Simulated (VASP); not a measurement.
**CsPbBr3: single point with PBEsol**

Crystal: CsPbBr3.

```
CELL_PARAMETERS angstrom
6.16350 0.00000 0.00000
0.00000 6.16350 0.00000
0.00000 0.00000 6.16350
ATOMIC_POSITIONS crystal
Cs 0.00000 0.00000 0.00000
Pb 0.50000 0.50000 0.50000
Br 0.00000 0.50000 0.50000
Br 0.50000 0.00000 0.50000
Br 0.50000 0.50000 0.00000
```

This cell differs from its parent crystal: strain +0.050 along x and y, +0.050 along z.

```
Program             : VASP 6.6.1
Task                : single point
Functional          : PBEsol
Potentials or basis : VASP PAW PBE potentials, release 64 (Cs_sv, Pb_d, Br)
Cutoff              : 520 eV
k mesh              : 6 × 6 × 6
Occupations         : gaussian, width 0.05 eV
Spin                : no spin polarisation
```

The pressure is -2.2 GPa. The band gap on the k mesh is 1.92 eV, direct.

Levels at points of the mesh, in eV from the valence-band top:
| k point | band 18 | band 19 | band 20 | band 21 | band 22 | band 23 | band 24 | band 25 | band 26 | band 27 |
| --- | --- | --- | --- | --- | --- | --- | --- | --- | --- | --- |
| (0.00, 0.00, 0.00) | -1.25 | -1.25 | -1.19 | -1.19 | -1.19 | 3.53 | 4.89 | 4.89 | 5.57 | 5.57 |
| (0.50, 0.00, 0.00) | -1.38 | -1.34 | -1.25 | -1.25 | -0.96 | 2.71 | 4.88 | 5.16 | 5.16 | 5.46 |
| (0.50, 0.50, 0.00) | -1.49 | -1.42 | -1.42 | -0.88 | -0.48 | 2.34 | 2.34 | 4.83 | 5.69 | 5.80 |
| (0.50, 0.50, 0.50) | -1.49 | -0.88 | -0.88 | -0.88 | 0.00 | 1.92 | 1.92 | 1.92 | 5.03 | 5.76 |

It took 100 s on 1 thread of AMD EPYC 7R43 64-Core Processor (Zen 3) (shared host), peak memory 0.36 GiB.

Caveat: the cell differs from its parent crystal (strain +0.050 along x and y, +0.050 along z); the PAW data sets were made with another functional, which shifts forces and pressure a little; spin-orbit coupling is left out, which moves the levels of the heavy elements. A k mesh can miss the band edges.
